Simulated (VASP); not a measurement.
# HfSi4 (P4mm) in VASP: notebook, part 2 of 2

VASP 6.6.1. Earlier steps stand in the parts before.

## Step 3: Relaxation of cell and atoms, PBE

INCAR

```
PREC     = Accurate       # precision mode
ENCUT    = 600            # plane-wave cutoff, eV
EDIFF    = 1E-7           # SCF threshold, eV
ISMEAR   = 0              # smearing method
SIGMA    = 0.1            # smearing width, eV
LREAL    = F              # projectors in reciprocal space
LASPH    = T              # aspherical terms in the spheres
NELM     = 60             # most SCF steps
ALGO     = Normal         # electronic algorithm
ISIF     = 3              # what is computed and relaxed
LWAVE    = F              # write WAVECAR
LCHARG   = F              # write CHGCAR
GGA      = PE             # functional
IBRION   = 2              # ionic algorithm
NSW      = 90             # ionic steps
EDIFFG   = -0.04          # ionic threshold
```

KPOINTS

```
regular mesh
0
Gamma
  4 4 4
```

POSCAR

```
HfSi4
1.0
    4.7030940500      0.0000000000      0.0000000000
    0.0000000000      4.7030940500      0.0000000000
    0.0000000000      0.0000000000      3.8348850400
Hf Si
1 4
Direct
    0.5000000000      0.5000000000      0.8985560800
    0.8250925800      0.5000000000      0.2132866000
    0.1749074200      0.5000000000      0.2132866000
    0.5000000000      0.8250925800      0.2132866000
    0.5000000000      0.1749074200      0.2132866000
```

Potentials or basis: VASP PAW PBE potentials, release 64 (Hf_pv, Si).

Started as:

```console
$ cat potpaw_PBE.64/Hf_pv/POTCAR potpaw_PBE.64/Si/POTCAR > POTCAR
$ mpirun -np 1 vasp_std > vasp.out
```

OUTCAR:

```text
PREC = Accurate
   ENCUT = 600
   EDIFF = 1E-7
   ISMEAR = 0
   LREAL = F
   LASPH = T
   NELM = 60
   ISIF = 3
   GGA = PE
   IBRION = 2
   NSW = 90
   EDIFFG = -0.04

 ion  position               nearest neighbor table
   1  0.500  0.500  0.899-   2 1.95   3 1.95   4 1.95   5 1.95   2 3.04   3 3.04   4 3.04   5 3.04
                             3 3.40   5 3.40   4 3.40   2 3.40
   2  0.825  0.500  0.213-   3 1.65   1 1.95   4 2.16   5 2.16   1 3.04   3 3.06   1 3.40
   3  0.175  0.500  0.213-   2 1.65   1 1.95   4 2.16   5 2.16   1 3.04   2 3.06   1 3.40
   4  0.500  0.825  0.213-   5 1.65   1 1.95   3 2.16   2 2.16   1 3.04   5 3.06   1 3.40
   5  0.500  0.175  0.213-   4 1.65   1 1.95   3 2.16   2 2.16   1 3.04   4 3.06   1 3.40

  LATTYP: Found a simple tetragonal cell.
 ALAT       =     4.7030940500
 C/A-ratio  =     0.8153962050

  Lattice vectors:

 A1 = (   4.7030940500,   0.0000000000,   0.0000000000)
 A2 = (   0.0000000000,   4.7030940500,   0.0000000000)
 A3 = (   0.0000000000,   0.0000000000,   3.8348850400)

Analysis of symmetry for initial positions (statically):
=====================================================================
 Subroutine PRICEL returns:
 Original cell was already a primitive cell.

 Routine SETGRP: Setting up the symmetry group for a
 simple tetragonal supercell.

 Subroutine GETGRP returns: Found  8 space group operations
 (whereof  8 operations were pure point group operations)
 out of a pool of 16 trial point group operations.

The static configuration has the point symmetry C_4v.

Analysis of symmetry for dynamics (positions and initial velocities):
=====================================================================
 Subroutine PRICEL returns:
 Original cell was already a primitive cell.

 Routine SETGRP: Setting up the symmetry group for a
 simple tetragonal supercell.

 Subroutine GETGRP returns: Found  8 space group operations
 (whereof  8 operations were pure point group operations)
 out of a pool of 16 trial point group operations.

The dynamic configuration has the point symmetry C_4v.

 Subroutine INISYM returns: Found  8 space group operations
 (whereof  8 operations are pure point group operations),
 and found     1 'primitive' translations
[... 99 lines left out ...]
   NFREE  =      1    steps in history (QN), initial steepest desc. (CG)
   ISIF   =      3    stress and relaxation
   ISYM   =      2    0-nonsym 1-usesym 2-fastsym
   POTIM  = 0.5000    time-step for ionic-motion
   TEBEG  =    0.0;   TEEND  =   0.0 temperature during run
   PSTRESS=    0.0 pullay stress
   NELECT =      26.0000    total number of electrons
   NUPDOWN=      -1.0000    fix difference up-down
   EMIN   =  10.00;   EMAX   =-10.00  energy-range for DOS
   EFERMI =   0.00;   METHOD = LEGACY
   ISMEAR =     0;   SIGMA  =   0.10  broadening in eV -4-tet -1-fermi 0-gaus
   EFERMI_NEDOS =   21; number of points for ismear=-14 and -15
   IALGO  =     38    algorithm
   IMIX   =      4    mixing-type and parameters
     AMIX     =   0.40;   BMIX     =  1.00
     AMIX_MAG =   1.60;   BMIX_MAG =  1.00
  volume/ion in A,a.u.               =      16.96       114.48
  Fermi-wavevector in a.u.,A,eV,Ry     =   1.103806  2.085891 16.577169  1.218388
  Thomas-Fermi vector in A             =   2.240269
   LORBIT       =      0    0 simple, 1 ext, 2 COOP (PROOUT), +10 PAW based schemes
   GGA     = PE    functional components
   LHFCALC =     F    Hartree Fock is set to
   AEXX    =    0.0000 exact exchange contribution
   IVDW    =     0    specifies the selected vdW correction
   LEPSILON=     F    determine dielectric tensor
   LRPA    =     F    only Hartree local field effects (RPA)
 conjugate gradient relaxation of ions
 non-spin polarized calculation
 Gauss-broadening in eV      SIGMA  =   0.10
  energy-cutoff  :      600.00
  volume of cell :       84.82
 maximum number of plane-waves:      2892
 NGX is ok and might be reduce to    40
   NGX = 19   NGY = 19   NGZ = 15

--------------------------------------- Ionic step        1  -------------------------------------------

 number of electron      26.0000001 magnetization

 Free energy of the ion-electron system (eV)
  ---------------------------------------------------
  ext. energy  EPLUGINS =         0.00000000
  ---------------------------------------------------
  free energy    TOTEN  =        -2.62486443 eV

  energy without entropy =       -2.60665943  energy(sigma->0) =       -2.61576193

 E-fermi :   6.8260     XC(G=0):  -9.9694

 val. band max:        6.7416155058   @ k =   0.2500   0.0000   0.5000
 cond. band min:       6.8601179076   @ k =   0.2500   0.0000   0.2500
 fundamental gap:      0.1185024017
 Fermi energy:         6.8259696042
[... 826 lines left out ...]
      4     -11.0202      2.00000
      5      -7.6867      2.00000
      6      -7.6867      2.00000
[... 9 lines left out ...]
     16       0.2305      0.00000
     17       1.0750      0.00000

[... ionic steps 4 to 28 ...]

--------------------------------------- Ionic step       29  -------------------------------------------

 number of electron      26.0000005 magnetization

------------------------ aborting loop because EDIFF is reached ----------------------------------------
[... 73 lines left out ...]
--------------------------------------- Ionic step       31  -------------------------------------------

 number of electron      26.0000005 magnetization

 Free energy of the ion-electron system (eV)
  ---------------------------------------------------
  ext. energy  EPLUGINS =         0.00000000
  ---------------------------------------------------
  free energy    TOTEN  =       -29.63112510 eV

  energy without entropy =      -29.61610371  energy(sigma->0) =      -29.62361440

 E-fermi :   2.9223     XC(G=0):  -7.8888

 val. band max:        2.8926516523   @ k =   0.2500   0.2500   0.5000
 cond. band min:       2.9482805758   @ k =   0.5000   0.2500   0.5000
 fundamental gap:      0.0556289235
 Fermi energy:         2.9222529850
[... 390 lines left out ...]
  FREE ENERGIE OF THE ION-ELECTRON SYSTEM (eV)
  ---------------------------------------------------
  free  energy   TOTEN  =       -29.6311250981 eV

  energy  without entropy=      -29.6161037084  energy(sigma->0) =      -29.62361440

 reached required accuracy - stopping structural energy minimisation
```

OSZICAR:

```text
N       E                     dE             d eps       ncg     rms          rms(c)
DAV:   1     0.146431754687E+03    0.14643E+03   -0.14267E+04   612   0.153E+03
DAV:   2    -0.564011169405E+00   -0.14700E+03   -0.14456E+03   801   0.290E+02
DAV:   3    -0.796721954583E+01   -0.74032E+01   -0.71472E+01   845   0.535E+01
[... 485 lines left out ...]
DAV:   4    -0.296311400097E+02    0.21337E-04   -0.90513E-05   756   0.427E-02    0.382E-02
DAV:   5    -0.296311240505E+02    0.15959E-04   -0.26202E-05   729   0.288E-02    0.967E-03
DAV:   6    -0.296311244016E+02   -0.35110E-06   -0.26842E-06   851   0.903E-03    0.580E-03
DAV:   7    -0.296311250455E+02   -0.64391E-06   -0.39499E-07   638   0.403E-03    0.716E-04
DAV:   8    -0.296311250981E+02   -0.52648E-07   -0.60258E-08   403   0.148E-03
  31 F= -.29631125E+02 E0= -.29623614E+02  d E =-.107731E-02
```

CONTCAR:

```text
HfSi4
   1.00000000000000
     5.7815537028411503    0.0000000000000000    0.0000000000000000
     0.0000000000000000    5.7815537028411503   -0.0000000000000000
     0.0000000000000000    0.0000000000000000    4.3254015958057872
  Hf              Si
     1     4
Direct
     0.5000000000000000    0.5000000000000000    0.7508264401484034
     0.7925566955494162    0.5000000000000000    0.2502190099629024
     0.2074433044505837    0.5000000000000000    0.2502190099629024
     0.5000000000000000    0.7925566955494162    0.2502190099629024
     0.5000000000000000    0.2074433044505837    0.2502190099629024

  0.00000000E+00  0.00000000E+00  0.00000000E+00
  0.00000000E+00  0.00000000E+00  0.00000000E+00
  0.00000000E+00  0.00000000E+00  0.00000000E+00
  0.00000000E+00  0.00000000E+00  0.00000000E+00
  0.00000000E+00  0.00000000E+00  0.00000000E+00
```

Run time: 20 min. Hardware: 1 thread of Intel Xeon 8259CL, shared host; peak memory 0.25 GiB.

What came out:

* Free energy: -29.6311 eV
* Relaxed volume: 28.92 Å³/atom
* Relaxed cell: a = 5.782 Å, b = 5.782 Å, c = 4.325 Å, α = 90.00°, β = 90.00°, γ = 90.00°
* Space group after relaxing (to 0.1 Å): P4/mmm (No. 123)
* Pressure after relaxing: 0.0 GPa
* Largest force after relaxing: 0.038 eV/Å
* Band gap on the k mesh: zero (bands 13 and 14 overlap by 1.10 eV)

Forces in eV/Å, atoms in the order of the input:
```
Hf   0.000  0.000 -0.038
Si   0.014  0.000  0.010
Si  -0.014  0.000  0.010
Si   0.000  0.014  0.010
Si   0.000 -0.014  0.010
```

Stress tensor (GPa, compression positive):
```
-0.13  0.00  0.00
 0.00 -0.13  0.00
 0.00  0.00  0.12
```

Final structure:
```xyz
5
Lattice="5.7816 0.0000 0.0000 0.0000 5.7816 0.0000 0.0000 0.0000 4.3254" Properties=species:S:1:pos:R:3 pbc="T T T"
Hf    2.8908    2.8908    3.2476
Si    4.5822    2.8908    1.0823
Si    1.1993    2.8908    1.0823
Si    2.8908    4.5822    1.0823
Si    2.8908    1.1993    1.0823
```

Levels at points of the mesh, in eV from the Fermi level:
```
           k point  band 10  band 11  band 12  band 13  band 14  band 15  band 16  band 17
(0.00, 0.00, 0.00)    -1.93    -1.57    -1.57     0.18     0.84     0.84     0.97     3.19
(0.50, 0.00, 0.00)    -2.17    -1.59    -1.55    -1.52     0.55     0.82     2.69     2.73
(0.50, 0.50, 0.00)    -2.15    -2.15    -2.03    -1.23    -0.92     2.54     2.73     2.76
(0.00, 0.00, 0.50)    -1.94    -1.61    -0.24    -0.24     0.57     0.82     0.82     1.13
(0.50, 0.00, 0.50)    -2.77    -2.22    -0.86    -0.13     0.21     0.51     0.88     1.17
(0.50, 0.50, 0.50)    -2.89    -2.13    -2.13    -0.65     0.08     0.51     1.00     1.43
```

Caveat: the k points lie up to 0.36 Å⁻¹ apart in the final cell, too coarse for converged energies and pressures of a metal; the volume moved by over 15 % at a fixed basis, so the end points are rough; spin-orbit coupling is left out, which moves the levels of the heavy elements.

The gap in the log of VASP goes by the Fermi energy; the results here count the filled bands.